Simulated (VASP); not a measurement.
# AlN (F-43m) in VASP: further runs

AlN is run at these levels: LDA; tasks: elastic constants.

Everything below comes from runs of VASP 6.6.1. Logs are shortened: lines on timing, memory, paths and dates and some standing lists are left out, and cuts for length are marked.

### 1 The cell of the first run

It takes space group F-43m (No. 216, cubic). Conventional cell: a = 4.297 Å, b = 4.297 Å, c = 4.297 Å, α = 90.00°, β = 90.00°, γ = 90.00°. Al (site symmetry -43m) has 4 N at 1.86 Å within 2.5 Å. N (site symmetry -43m) has 4 Al at 1.86 Å within 2.5 Å.

### 2 Elastic constants, LDA

INCAR

```
SYSTEM = AlN
PREC = Accurate
ENCUT = 600
EDIFF = 1E-8
ISMEAR = 0
SIGMA = 0.01
LREAL = .False.
LASPH = .True.
NELM = 80
ALGO = Normal
ISIF = 3
LWAVE = .False.
LCHARG = .False.
GGA = CA
IBRION = 6
NFREE = 2
POTIM = 0.015
NSW = 1
```

KPOINTS

```
Automatic mesh
0
Gamma
  10 10 10
  0 0 0
```

POSCAR

```
AlN
1.0
    0.0000000000      2.1485821570      2.1485821570
    2.1485821570      0.0000000000      2.1485821570
    2.1485821570      2.1485821570      0.0000000000
Al N
1 1
Direct
    0.0000000000      0.0000000000      0.0000000000
    0.2500000000      0.2500000000      0.2500000000
```

Potentials or basis: VASP PAW LDA potentials, release 64 (Al, N).

On the command line:

```
$ cat potpaw_LDA.64/Al/POTCAR potpaw_LDA.64/N/POTCAR > POTCAR
$ mpirun -np 1 vasp_std > vasp.out
```

OUTCAR:

```text
SYSTEM = AlN
   PREC = Accurate
   ENCUT = 600
   EDIFF = 1E-8
   ISMEAR = 0
   LREAL = .False.
   LASPH = .True.
   NELM = 80
   ISIF = 3
   GGA = CA
   IBRION = 6
   NFREE = 2
   POTIM = 0.015
   NSW = 1

 ion  position               nearest neighbor table
   1  0.000  0.000  0.000-   2 1.86   2 1.86   2 1.86   2 1.86
   2  0.250  0.250  0.250-   1 1.86   1 1.86   1 1.86   1 1.86

  LATTYP: Found a face centered cubic cell.
 ALAT       =     4.2971643140

  Lattice vectors:

 A1 = (   0.0000000000,   2.1485821570,   2.1485821570)
 A2 = (   2.1485821570,   0.0000000000,   2.1485821570)
 A3 = (   2.1485821570,   2.1485821570,   0.0000000000)

Analysis of symmetry for initial positions (statically):
=====================================================================
 Subroutine PRICEL returns:
 Original cell was already a primitive cell.

 Routine SETGRP: Setting up the symmetry group for a
 face centered cubic supercell.

 Subroutine GETGRP returns: Found 24 space group operations
 (whereof 24 operations were pure point group operations)
 out of a pool of 48 trial point group operations.

The static configuration has the point symmetry T_d .

Analysis of symmetry for dynamics (positions and initial velocities):
=====================================================================
 Subroutine PRICEL returns:
 Original cell was already a primitive cell.

 Routine SETGRP: Setting up the symmetry group for a
 face centered cubic supercell.

 Subroutine GETGRP returns: Found 24 space group operations
 (whereof 24 operations were pure point group operations)
 out of a pool of 48 trial point group operations.

The dynamic configuration has the point symmetry T_d .

 Subroutine INISYM returns: Found 24 space group operations
 (whereof 24 operations are pure point group operations),
 and found     1 'primitive' translations

[... 343 lines left out ...]
  band No.  band energies     occupation
      1      -8.9339      2.00000
      2       6.1408      2.00000
      3       6.1814      2.00000
      4       6.2212      2.00000
      5      10.8597      0.00000
      6      18.9982      0.00000
      7      19.0030      0.00000
      8      19.0070      0.00000
[... 243 lines left out ...]
 k-point    24 :       0.4000    0.3000    0.0000
  band No.  band energies     occupation
      1      -6.7280      2.00000
      2       1.9070      2.00000
      3       4.4169      2.00000
      4       4.7224      2.00000
      5      11.1060      0.00000
      6      15.8420      0.00000
      7      18.8752      0.00000
      8      21.0974      0.00000

 [... further k-points ...]
[... 5 lines left out ...]
  --------------------------------------------------------------------------------------
  -------------------------------------------------------------------------------------
  Total        0.9493279      0.9560858      0.9560858      0.0000000      0.1727556      0.0000000
  in kB       76.6727355     77.2185384     77.2185384      0.0000000     13.9526504      0.0000000
  external PRESSURE =      77.0366041 kB  Pullay stress =       0.0000000 kB
[... 17 lines left out ...]
  FREE ENERGIE OF THE ION-ELECTRON SYSTEM (eV)
  ---------------------------------------------------
  free  energy   TOTEN  =       -16.3576197625 eV

  energy  without entropy=      -16.3576197625  energy(sigma->0) =      -16.35761976

 INTERNAL STRAIN TENSORS FROM STRAINED CELLS
 ============================================

 INTERNAL STRAIN TENSOR FOR ION    1 for displacements in x,y,z  (eV/Angst):
          X           Y           Z          XY          YZ          ZX
  --------------------------------------------------------------------------------
  x    -0.00000    -0.00000    -0.00000     0.00000    11.53008     0.00000
  y     0.00000    -0.00000    -0.00000     0.00000     0.00000    11.52957
  z     0.00000    -0.00000    -0.00000    11.52916     0.00000     0.00000

 INTERNAL STRAIN TENSORS FROM DISPLACED ATOMS
 ============================================

 INTERNAL STRAIN TENSOR FOR ION    1 for displacements in x,y,z  (eV/Angst):
          X           Y           Z          XY          YZ          ZX
  --------------------------------------------------------------------------------
  x    -0.00000     0.00000     0.00000     0.00000    11.53167     0.00000
  y     0.00000    -0.00000     0.00000     0.00000     0.00000    11.53167
  z     0.00000     0.00000    -0.00000    11.53167     0.00000     0.00000

 INTERNAL STRAIN TENSOR FOR ION    2 for displacements in x,y,z  (eV/Angst):
          X           Y           Z          XY          YZ          ZX
  --------------------------------------------------------------------------------
  x     0.00000     0.00000     0.00000     0.00000   -11.51609     0.00000
  y     0.00000     0.00000     0.00000     0.00000     0.00000   -11.51609
  z     0.00000     0.00000     0.00000   -11.51609     0.00000     0.00000

 Eigenvectors and eigenvalues of the dynamical matrix
 ----------------------------------------------------

   1 f  =   21.017581 THz   132.057358 2PiTHz  701.071048 cm-1    86.921693 meV
             X         Y         Z           dx          dy          dz
      0.000000  0.000000  0.000000     0.000000    0.528147   -0.250486
      1.074291  1.074291  1.074291     0.000000   -0.733096    0.347688
[... 21 lines left out ...]
   6 f/i=    0.000997 THz     0.006263 2PiTHz    0.033250 cm-1     0.004122 meV
             X         Y         Z           dx          dy          dz
      0.000000  0.000000  0.000000     0.000000   -0.262339    0.767786
      1.074291  1.074291  1.074291     0.000000   -0.188998    0.553139

--------------------------------------------------------------------------------------------------------

 ELASTIC MODULI CONTR FROM IONIC RELAXATION (kBar)
 Direction    XX          YY          ZZ          XY          YZ          ZX
 --------------------------------------------------------------------------------
 XX          -0.0000     -0.0000     -0.0000      0.0000      0.0000      0.0000
 YY          -0.0000     -0.0000     -0.0000      0.0000      0.0000      0.0000
 ZZ          -0.0000     -0.0000     -0.0000      0.0000      0.0000      0.0000
 XY           0.0000      0.0000      0.0000   -643.7546      0.0000      0.0000
 YZ           0.0000      0.0000      0.0000      0.0000   -643.7546      0.0000
 ZX           0.0000      0.0000      0.0000      0.0000      0.0000   -643.7546
 --------------------------------------------------------------------------------

 TOTAL ELASTIC MODULI (kBar)
 Direction    XX          YY          ZZ          XY          YZ          ZX
 --------------------------------------------------------------------------------
 XX        3181.9593   1898.2591   1898.2591      0.0000     -0.0000     -0.0000
 YY        1898.2591   3181.9593   1898.2591      0.0000      0.0000     -0.0000
 ZZ        1898.2591   1898.2591   3181.9593     -0.0000      0.0000      0.0000
 XY           0.0000      0.0000     -0.0000   1938.0142      0.0000      0.0000
 YZ          -0.0000      0.0000      0.0000      0.0000   1938.0142      0.0000
 ZX          -0.0000     -0.0000      0.0000      0.0000      0.0000   1938.0142
 --------------------------------------------------------------------------------
```

Wall time 9.9 min (1 thread of Intel Xeon 8259CL, shared host); peak memory 0.2 GiB.

What came out:

* Elastic constants C11, C12, C44: 318, 190, 194 GPa
* Voigt bulk modulus: 233 GPa
* Highest phonon frequency at Γ, LO-TO splitting left out: 701 cm⁻¹

Phonon frequencies in cm⁻¹ (negative: imaginary):
```
              q point        frequencies
(0.000, 0.000, 0.000)  0 0 0 701 701 701
```

Elastic tensor in Voigt notation (GPa, in the Cartesian axes of the cell as first typed):
```
318 190 190   0   0   0
190 318 190   0   0   0
190 190 318   0   0   0
  0   0   0 194   0   0
  0   0   0   0 194   0
  0   0   0   0   0 194
```

Clamped-ion elastic tensor (GPa):
```
318 190 190   0   0   0
190 318 190   0   0   0
190 190 318   0   0   0
  0   0   0 258   0   0
  0   0   0   0 258   0
  0   0   0   0   0 258
```

Caveat: the cell is under stress, which shifts elastic constants.

### 3 Elastic constants, LDA

This run uses another cell than the first one, of 10.05 Å³/atom.

INCAR

```
SYSTEM = AlN
  PREC = Accurate
  ENCUT = 600
  EDIFF = 1E-8
  ISMEAR = 0
  SIGMA = 0.01
  LREAL = .False.
  LASPH = .True.
  NELM = 100
  ALGO = Normal
  ISIF = 3
  LWAVE = .False.
  LCHARG = .False.
  GGA = CA
  IBRION = 6
  NFREE = 2
  POTIM = 0.015
  NSW = 1
```

KPOINTS is that of step 2.

POSCAR

```
AlN
1.0
    0.0000000000      2.1578910847      2.1578910847
    2.1578910847      0.0000000000      2.1578910847
    2.1578910847      2.1578910847      0.0000000000
Al N
1 1
Direct
    0.0000000000      0.0000000000      0.0000000000
    0.2500000000      0.2500000000      0.2500000000
```

Potentials or basis: VASP PAW LDA potentials, release 64 (Al, N).

On the command line:

```
$ cat potpaw_LDA.64/Al/POTCAR potpaw_LDA.64/N/POTCAR > POTCAR
$ mpirun -np 1 vasp_std > vasp.out
```

Wall time 11 min (1 thread of Intel Xeon 8259CL, shared host); peak memory 0.21 GiB.

It converged, with:

```
Elastic constants C11, C12, C44                         : 311, 181, 192 GPa
Voigt bulk modulus                                      : 224 GPa
Highest phonon frequency at Γ, LO-TO splitting left out : 688 cm⁻¹
```

Phonon frequencies in cm⁻¹ (negative: imaginary):
```tsv
q point	frequencies
(0.000, 0.000, 0.000)	0 0 0 688 688 688
```

Elastic tensor in Voigt notation (GPa, in the Cartesian axes of the cell as first typed):
```
311 181 181   0   0   0
181 311 181   0   0   0
181 181 311   0   0   0
  0   0   0 192   0   0
  0   0   0   0 192   0
  0   0   0   0   0 192
```

Clamped-ion elastic tensor (GPa):
```
311 181 181   0   0   0
181 311 181   0   0   0
181 181 311   0   0   0
  0   0   0 249   0   0
  0   0   0   0 249   0
  0   0   0   0   0 249
```

Caveat: the cell is under stress, which shifts elastic constants.

### 4 Elastic constants, LDA

This run uses another cell than the first one, of 10.14 Å³/atom.

INCAR

```
SYSTEM = AlN
PREC = Accurate
ENCUT = 600
EDIFF = 1E-8
ISMEAR = 0
SIGMA = 0.01
LREAL = .FALSE.
LASPH = .TRUE.
NELM = 60
ALGO = Normal
ISIF = 3
LWAVE = .FALSE.
LCHARG = .FALSE.
GGA = CA
IBRION = 6
NFREE = 2
POTIM = 0.015
NSW = 1
```

KPOINTS

```
Automatic mesh
0
G
  10 10 10
  0 0 0
```

POSCAR

```
AlN
1.0
    0.0000000000      2.1643823136      2.1643823136
    2.1643823136      0.0000000000      2.1643823136
    2.1643823136      2.1643823136      0.0000000000
Al N
1 1
Direct
    0.0000000000      0.0000000000      0.0000000000
    0.2500000000      0.2500000000      0.2500000000
```

On the command line:

```
$ cat potpaw_LDA.64/Al/POTCAR potpaw_LDA.64/N/POTCAR > POTCAR
$ mpirun -np 1 vasp_std > vasp.out
```

It took 12 min on 1 thread of Intel Xeon 8259CL, shared host; peak memory 0.21 GiB.

Results (log left out):

```yaml
Elastic_constants_C11_C12_C44: 306, 175, 190 GPa
Voigt_bulk_modulus: 218 GPa
Highest_phonon_frequency_at_Γ_LO-TO_splitting_left_out: 679 cm⁻¹
```

Phonon frequencies in cm⁻¹ (negative: imaginary):
```
              q point        frequencies
(0.000, 0.000, 0.000)  0 0 0 679 679 679
```

Elastic tensor in Voigt notation (GPa, in the Cartesian axes of the cell as first typed):
```
306 175 175   0   0   0
175 306 175   0   0   0
175 175 306   0   0   0
  0   0   0 190   0   0
  0   0   0   0 190   0
  0   0   0   0   0 190
```

Clamped-ion elastic tensor (GPa):
```
306 175 175   0   0   0
175 306 175   0   0   0
175 175 306   0   0   0
  0   0   0 243   0   0
  0   0   0   0 243   0
  0   0   0   0   0 243
```

Caveat: the cell is under stress, which shifts elastic constants.
